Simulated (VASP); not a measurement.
# Zr (Fm-3m) in VASP: a series of runs

The runs below take Zr through single point, relaxation of cell and atoms, with PBEsol.

Program: VASP 6.6.1. These are calculated values, not measurements. Logs are shortened: lines on timing, memory, paths and dates and some standing lists are left out, and cuts for length are marked.

### 1 The cell of the first run

Symmetry: Fm-3m, No. 225, cubic system. Conventional cell: a = 4.636 Å, b = 4.636 Å, c = 4.636 Å, α = 90.00°, β = 90.00°, γ = 90.00°. Within 4.3 Å of Zr (site symmetry m-3m) lie 12 Zr at 3.28 Å.

### 2 Single point, PBEsol (volume scaled by 1.12)

Contents of INCAR:

```
SYSTEM = Zr
ALGO = Normal
EDIFF = 1E-7
ENCUT = 520
GGA = PS
ISIF = 2
ISMEAR = -1
LASPH = .True.
LCHARG = .True.
LELF = .True.
LREAL = .False.
LVHAR = .True.
LWAVE = .False.
NBANDS = 12
NELM = 100
PREC = Accurate
SIGMA = 0.1
```

Contents of KPOINTS:

```
k-points
0
Gamma
  14 14 14
  0 0 0
```

Contents of POSCAR:

```
Zr
1.0
    0.0000000000      2.3178792149      2.3178792149
    2.3178792149      0.0000000000      2.3178792149
    2.3178792149      2.3178792149      0.0000000000
Zr
1
Direct
    0.0000000000      0.0000000000      0.0000000000
```

Potentials or basis: VASP PAW PBE potentials, release 64 (Zr_sv).

The run is started by

```
cat potpaw_PBE.64/Zr_sv/POTCAR > POTCAR
mpirun -np 1 vasp_std > vasp.out
```

OUTCAR:

```text
SYSTEM = Zr
   EDIFF = 1E-7
   ENCUT = 520
   GGA = PS
   ISIF = 2
   ISMEAR = -1
   LASPH = .True.
   LREAL = .False.
   NELM = 100
   PREC = Accurate

 ion  position               nearest neighbor table
   1  0.000  0.000  0.000-

  LATTYP: Found a face centered cubic cell.
 ALAT       =     4.6357584298

  Lattice vectors:

 A1 = (   0.0000000000,   2.3178792149,   2.3178792149)
 A2 = (   2.3178792149,   0.0000000000,   2.3178792149)
 A3 = (   2.3178792149,   2.3178792149,   0.0000000000)

Analysis of symmetry for initial positions (statically):
=====================================================================
 Subroutine PRICEL returns:
 Original cell was already a primitive cell.

 Routine SETGRP: Setting up the symmetry group for a
 face centered cubic supercell.

 Subroutine GETGRP returns: Found 48 space group operations
 (whereof 48 operations were pure point group operations)
 out of a pool of 48 trial point group operations.

The static configuration has the point symmetry O_h .

Analysis of symmetry for dynamics (positions and initial velocities):
=====================================================================
 Subroutine PRICEL returns:
 Original cell was already a primitive cell.

 Routine SETGRP: Setting up the symmetry group for a
 face centered cubic supercell.

 Subroutine GETGRP returns: Found 48 space group operations
 (whereof 48 operations were pure point group operations)
 out of a pool of 48 trial point group operations.

The dynamic configuration has the point symmetry O_h .

 Subroutine INISYM returns: Found 48 space group operations
 (whereof 48 operations are pure point group operations),
 and found     1 'primitive' translations

----------------------------------------------------------------------------------------

                                     Primitive cell

  volume of cell :      24.9059

  direct lattice vectors                    reciprocal lattice vectors
     0.000000000  2.317879215  2.317879215    -0.215714433  0.215714433  0.215714433
     2.317879215  0.000000000  2.317879215     0.215714433 -0.215714433  0.215714433
     2.317879215  2.317879215  0.000000000     0.215714433  0.215714433 -0.215714433

  length of vectors
     3.277976222  3.277976222  3.277976222     0.373628357  0.373628357  0.373628357

  position of ions in fractional coordinates (direct lattice)
     0.000000000  0.000000000  0.000000000

  ion indices of the primitive-cell ions
   primitive index   ion index
                 1           1

----------------------------------------------------------------------------------------

 KPOINTS: k-points

Automatic generation of k-mesh.
 Grid dimensions read from file:
 generate k-points for:   14   14   14

 Generating k-lattice:

  Cartesian coordinates                     Fractional coordinates (reciprocal lattice)
    -0.015408174  0.015408174  0.015408174     0.071428571  0.000000000  0.000000000
     0.015408174 -0.015408174  0.015408174     0.000000000  0.071428571  0.000000000
     0.015408174  0.015408174 -0.015408174     0.000000000  0.000000000  0.071428571

  Length of vectors
     0.026687740  0.026687740  0.026687740

  Shift w.r.t. Gamma in fractional coordinates (k-lattice)
     0.000000000  0.000000000  0.000000000

 Subroutine IBZKPT returns following result:
 ===========================================

 Found    104 irreducible k-points:

 Following reciprocal coordinates:
            Coordinates               Weight
  0.000000  0.000000  0.000000      1.000000
  0.071429  0.000000  0.000000      8.000000
  0.142857  0.000000  0.000000      8.000000
  0.214286  0.000000  0.000000      8.000000
  0.285714  0.000000  0.000000      8.000000
  0.357143  0.000000  0.000000      8.000000
[... 16 lines left out ...]
  0.214286  0.142857  0.000000     24.000000
  0.285714  0.142857  0.000000     24.000000
 [... further k-points ...]
   k-points           NKPTS =    104   k-points in BZ     NKDIM =    104   number of bands    NBANDS=     12
   number of dos      NEDOS =    301   number of ions     NIONS =      1
   total plane-waves  NPLWV =  13824
   dimension x,y,z NGX =    24 NGY =   24 NGZ =   24
   dimension x,y,z NGXF=    48 NGYF=   48 NGZF=   48
   ions per type =               1
   NGX,Y,Z   is equivalent  to a cutoff of  12.17, 12.17, 12.17 a.u.
   NGXF,Y,Z  is equivalent  to a cutoff of  24.34, 24.34, 24.34 a.u.
 SYSTEM =  Zr
   PREC   = accura    normal or accurate (medium, high low for compatibility)
   ISTART =      0    job   : 0-new  1-cont  2-samecut
   ICHARG =      2    charge: 1-file 2-atom 10-const
   ISPIN  =      1    spin polarized calculation?
   LNONCOLLINEAR =      F non collinear calculations
   LSORBIT =      F    spin-orbit coupling
   LASPH  =      T    aspherical Exc in radial PAW
   ENCUT  =  520.0 eV  38.22 Ry    6.18 a.u.   6.09  6.09  6.09*2*pi/ulx,y,z
   NELM   =    100;   NELMIN=  2; NELMDL= -5     # of ELM steps
   EDIFF  = 0.1E-06   stopping-criterion for ELM
   LREAL  =      F    real-space projection
   EDIFFG = 0.1E-05   stopping-criterion for IOM
   NSW    =      0    number of steps for IOM
   IBRION =     -1    ionic relax: 0-MD 1-quasi-New 2-CG
   NFREE  =      0    steps in history (QN), initial steepest desc. (CG)
   ISIF   =      2    stress and relaxation
   ISYM   =      2    0-nonsym 1-usesym 2-fastsym
   POTIM  = 0.5000    time-step for ionic-motion
   TEBEG  =    0.0;   TEEND  =   0.0 temperature during run
   PSTRESS=    0.0 pullay stress
   NELECT =      12.0000    total number of electrons
   NUPDOWN=      -1.0000    fix difference up-down
   EMIN   =  10.00;   EMAX   =-10.00  energy-range for DOS
   EFERMI =   0.00;   METHOD = LEGACY
   ISMEAR =    -1;   SIGMA  =   0.10  broadening in eV -4-tet -1-fermi 0-gaus
   EFERMI_NEDOS =   21; number of points for ismear=-14 and -15
   IALGO  =     38    algorithm
   IMIX   =      4    mixing-type and parameters
     AMIX     =   0.40;   BMIX     =  1.00
     AMIX_MAG =   1.60;   BMIX_MAG =  1.00
  volume/ion in A,a.u.               =      24.91       168.07
  Fermi-wavevector in a.u.,A,eV,Ry     =   1.283417  2.425306 22.410961  1.647159
  Thomas-Fermi vector in A             =   2.415671
   LORBIT       =      0    0 simple, 1 ext, 2 COOP (PROOUT), +10 PAW based schemes
   GGA     = PS    functional components
   LHFCALC =     F    Hartree Fock is set to
   AEXX    =    0.0000 exact exchange contribution
   IVDW    =     0    specifies the selected vdW correction
   LEPSILON=     F    determine dielectric tensor
   LRPA    =     F    only Hartree local field effects (RPA)
 non-spin polarized calculation
  energy-cutoff  :      520.00
  volume of cell :       24.91
 maximum number of plane-waves:       692
   NGX = 13   NGY = 13   NGZ = 13

 number of electron      12.0000000 magnetization

 Free energy of the ion-electron system (eV)
  ---------------------------------------------------
  ext. energy  EPLUGINS =         0.00000000
  ---------------------------------------------------
  free energy    TOTEN  =        -8.99588101 eV

  energy without entropy =       -8.94025194  energy(sigma->0) =       -8.96806648

 E-fermi :   8.0212     XC(G=0): -10.8978

 val. band max:        8.0182766310   @ k =   0.2857   0.0000   0.0000
 cond. band min:       8.0212877791   @ k =  -0.3571   0.3571   0.1429
 fundamental gap:      0.0030111480
 Fermi energy:         8.0211725311

 k-point     1 :       0.0000    0.0000    0.0000
  band No.  band energies     occupation
      1     -40.7155      2.00000
      2     -18.3354      2.00000
      3     -18.3354      2.00000
      4     -18.3354      2.00000
      5       2.5916      2.00000
      6       8.9817      0.00013
      7       8.9817      0.00013
      8       8.9817      0.00013
      9      11.1840      0.00000
     10      11.1840      0.00000
     11      18.4082      0.00000
     12      22.2888      0.00000

 k-point     2 :       0.0714    0.0000    0.0000
  band No.  band energies     occupation
      1     -40.7103      2.00000
      2     -18.3761      2.00000
      3     -18.3405      2.00000
      4     -18.3405      2.00000
      5       2.7440      2.00000
      6       8.8446      0.00053
      7       9.0526      0.00007
      8       9.0526      0.00007
      9      11.1170      0.00000
     10      11.1170      0.00000
     11      18.7297      0.00000
     12      21.6180      0.00000

 k-point     3 :       0.1429    0.0000    0.0000
  band No.  band energies     occupation
      1     -40.6957      2.00000
      2     -18.4887      2.00000
      3     -18.3549      2.00000
      4     -18.3549      2.00000
      5       3.1776      2.00000
      6       8.5151      0.01421
      7       9.2163      0.00001
      8       9.2163      0.00001
      9      10.9986      0.00000
     10      10.9986      0.00000
     11      19.4874      0.00000
     12      20.5376      0.00000
[... 286 lines left out ...]
 k-point    23 :       0.2143    0.1429    0.0000
  band No.  band energies     occupation
      1     -40.6732      2.00000
      2     -18.5876      2.00000
      3     -18.4149      2.00000
      4     -18.4087      2.00000
      5       3.8499      2.00000
      6       7.8933      1.56461
      7       9.4919      0.00000
      8       9.6787      0.00000
      9      10.1514      0.00000
     10      11.5867      0.00000
     11      20.6601      0.00000
     12      20.9708      0.00000

 k-point    24 :       0.2857    0.1429    0.0000
  band No.  band energies     occupation
      1     -40.6526      2.00000
      2     -18.7288      2.00000
      3     -18.4407      2.00000
      4     -18.4328      2.00000
      5       4.4869      2.00000
      6       7.6324      1.95984
      7       9.0848      0.00005
      8       9.7616      0.00000
      9      10.6928      0.00000
     10      11.8789      0.00000
     11      19.7114      0.00000
     12      21.6105      0.00000

 [... further k-points ...]
[... 5 lines left out ...]
  --------------------------------------------------------------------------------------
  -------------------------------------------------------------------------------------
  Total       -1.3657174     -1.3657174     -1.3657174     -0.0000000     -0.0000000      0.0000000
  in kB      -87.8555176    -87.8555176    -87.8555176     -0.0000000     -0.0000000      0.0000000
  external PRESSURE =     -87.8555176 kB  Pullay stress =       0.0000000 kB

 VOLUME and BASIS-vectors are now :
 -----------------------------------------------------------------------------
  energy-cutoff  :      520.00
  volume of cell :       24.91
      direct lattice vectors                 reciprocal lattice vectors
     0.000000000  2.317879215  2.317879215    -0.215714433  0.215714433  0.215714433
     2.317879215  0.000000000  2.317879215     0.215714433 -0.215714433  0.215714433
     2.317879215  2.317879215  0.000000000     0.215714433  0.215714433 -0.215714433

 POSITION                                       TOTAL-FORCE (eV/Angst)
 -----------------------------------------------------------------------------------
      0.00000      0.00000      0.00000         0.000000      0.000000      0.000000
 -----------------------------------------------------------------------------------
    total drift:                                0.000000      0.000000      0.000000

  FREE ENERGIE OF THE ION-ELECTRON SYSTEM (eV)
  ---------------------------------------------------
  free  energy   TOTEN  =        -8.9958810144 eV

  energy  without entropy=       -8.9402519376  energy(sigma->0) =       -8.96806648
```

Run time: 19 s. Hardware: 1 thread of Intel Xeon Platinum 8259CL at 2.50GHz (Skylake/Cascade Lake), shared host; peak memory 0.15 GiB.

What came out:

```yaml
Free_energy: -8.9959 eV
Pressure: -8.8 GPa
Band_gap_on_the_k_mesh: zero (band 6 reaches 8.98 eV, above the bottom of band 7 at 7.47 eV)
```

Caveat: the cell differs from its parent crystal (volume scaled by 1.12); the PAW data sets were made with another functional, which shifts forces and pressure a little.

### 3 Relaxation of cell and atoms, PBEsol

This run uses another cell than the first one, of 23.28 Å³/atom, 0.935 times its volume.

Contents of INCAR:

```
SYSTEM = Zr
  PREC = Accurate
  ENCUT = 600
  EDIFF = 1E-6
  ISMEAR = -1
  SIGMA = 0.1
  LREAL = .False.
  LASPH = .True.
  NELM = 80
  ALGO = Normal
  ISIF = 3
  LWAVE = .False.
  LCHARG = .False.
  GGA = PS
  IBRION = 2
  NSW = 80
  EDIFFG = -0.01
```

Contents of KPOINTS:

```
regular mesh
0
Gamma
  12 12 12
  0 0 0
```

Contents of POSCAR:

```
Zr
1.0
    0.0000000000      2.2663258114      2.2663258114
    2.2663258114      0.0000000000      2.2663258114
    2.2663258114      2.2663258114      0.0000000000
Zr
1
Direct
    0.0000000000      0.0000000000      0.0000000000
```

Potentials or basis: VASP PAW PBE potentials, release 64 (Zr_sv).

The run is started by

```
cat potpaw_PBE.64/Zr_sv/POTCAR > POTCAR
mpirun -np 1 vasp_std > vasp.out
```

Run time: 52 s. Hardware: 1 thread of Intel Xeon Platinum 8259CL at 2.50GHz (Skylake/Cascade Lake), shared host; peak memory 0.17 GiB.

The run converged. Its results:

```yaml
Free_energy: -9.0758 eV
Relaxed_volume: 22.26 Å³/atom
Relaxed_cell: a = 3.158 Å, b = 3.158 Å, c = 3.158 Å, α = 60.00°, β = 60.00°, γ = 60.00°
Space_group_after_relaxing_to_0.05_Å: Fm-3m (No. 225)
Energy_gained_by_relaxing: 13.2 meV/atom
Ionic_steps: 3
Pressure_after_relaxing: 0.0 GPa
Band_gap_on_the_k_mesh: zero (band 6 reaches 10.25 eV, above the bottom of band 7 at 8.87 eV)
```

The path:
| step | energy change (eV) | largest force (eV/Å) | pressure (GPa) | volume (Å³) |
| --- | --- | --- | --- | --- |
| 1 | 0.0000 | 0.0000 | -3.98 | 23.28 |
| 2 | -0.0025 | 0.0000 | 4.04 | 21.39 |
| 3 | -0.0132 | 0.0000 | -0.02 | 22.26 |

Final structure:
```xyz
1
Lattice="0.0000 2.2328 2.2328 2.2328 0.0000 2.2328 2.2328 2.2328 0.0000" Properties=species:S:1:pos:R:3 pbc="T T T"
Zr    0.0000    0.0000    0.0000
```

Levels at points of the mesh, in eV from the Fermi level:
| k point | band 2 | band 3 | band 4 | band 5 | band 6 | band 7 | band 8 | band 9 | band 10 |
| --- | --- | --- | --- | --- | --- | --- | --- | --- | --- |
| (0.00, 0.00, 0.00) | -25.98 | -25.98 | -25.98 | -5.64 | 0.99 | 0.99 | 0.99 | 3.55 | 3.55 |
| (0.50, 0.00, 0.00) | -27.10 | -26.13 | -26.13 | -3.06 | 0.79 | 0.79 | 1.29 | 5.47 | 5.47 |
| (0.50, 0.50, 0.00) | -27.03 | -26.38 | -26.38 | -3.16 | -2.34 | 3.26 | 5.47 | 6.02 | 6.02 |

Caveat: the PAW data sets were made with another functional, which shifts forces and pressure a little.

### 4 Single point, PBEsol

This run uses another cell than the first one, of 22.24 Å³/atom, 0.893 times its volume.

Contents of INCAR:

```
SYSTEM = Zr
  PREC = Accurate
  ENCUT = 520
  EDIFF = 1E-6
  ISMEAR = -1
  SIGMA = 0.1
  LREAL = .FALSE.
  LASPH = .TRUE.
  NELM = 80
  ALGO = Normal
  ISIF = 2
  LWAVE = .FALSE.
  LCHARG = .FALSE.
  GGA = PS
  NBANDS = 12
```

Contents of KPOINTS:

```
Automatic mesh
0
G
  20 20 20
  0 0 0
```

Contents of POSCAR:

```
Zr
1.0
    0.0000000000      2.2319517071      2.2319517071
    2.2319517071      0.0000000000      2.2319517071
    2.2319517071      2.2319517071      0.0000000000
Zr
1
Direct
    0.0000000000      0.0000000000      0.0000000000
```

The run is started by

```
cat potpaw_PBE.64/Zr_sv/POTCAR > POTCAR
mpirun -np 1 vasp_std > vasp.out
```

Wall time 41 s (1 thread of Intel Xeon Platinum 8259CL at 2.50GHz (Skylake/Cascade Lake), shared host); peak memory 0.18 GiB.

The run converged. Its results:

| Quantity | Value |
| --- | --- |
| Free energy | -9.0725 eV |
| Pressure | 0.3 GPa |
| Band gap on the k mesh | zero (band 6 reaches 10.26 eV, above the bottom of band 7 at 8.76 eV) |

Levels at points of the mesh, in eV from the Fermi level:
```
           k point  band 4  band 5  band 6  band 7  band 8  band 9
(0.00, 0.00, 0.00)  -25.98   -5.64    0.99    0.99    0.99    3.55
(0.50, 0.00, 0.00)  -26.13   -3.06    0.79    0.79    1.29    5.47
(0.50, 0.50, 0.00)  -26.38   -3.17   -2.34    3.26    5.47    6.03
```

Caveat: the PAW data sets were made with another functional, which shifts forces and pressure a little.

### 5 Summary

```tsv
task	cell	k mesh	cutoff (eV)	gap on the mesh (eV)	pressure (GPa)
single point	a = 3.278 Å, angles 60.0°, 1 atom	14 × 14 × 14	520	none	-8.8
relaxation of cell and atoms	relaxed from a = 3.205 Å, angles 60.0°, 1 atom	12 × 12 × 12	600	none	0.0
single point	a = 3.156 Å, angles 60.0°, 1 atom	20 × 20 × 20	520	none	0.3
```

Alike in all rows: level PBEsol; potentials or basis VASP PAW PBE potentials, release 64 (Zr_sv); no spin polarisation; smearing fermi-dirac 0.1 eV.

Caveats: the PAW data sets were made with another functional, which shifts forces and pressure a little.

Absolute energies hang on the potentials; compare differences alone.
